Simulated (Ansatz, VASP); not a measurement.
## One calculation of Sn, two programs

```
Sn
1.0
    -2.97733    2.97901    1.60309
     2.97901   -2.97733    1.60309
     2.97707    2.97707   -1.60002
Sn
2
Direct
  0.00002 0.99998 0.00000
  0.74998 0.25002 0.50000
```

Alike in both runs: task single point; functional PBE; k mesh 11 × 11 × 8; occupations methfessel-paxton of order 1, width 0.6 eV; no spin polarisation.

```csv
,VASP,Ansatz
version,VASP 6.6.1,Ansatz 0.2.0
potentials or method,"VASP PAW PBE potentials, release 64 (Sn_d), cutoff 520 eV","plane waves (420 eV) with PAW, scalar-relativistic"
valence electrons in the cell,28,28
```

```csv
,VASP,Ansatz,Ansatz less VASP
pressure (GPa),-0.1,-0.1,+0.04
"traceless stress, the component that is largest in VASP (GPa)",0.06,0.05,-0.004
```
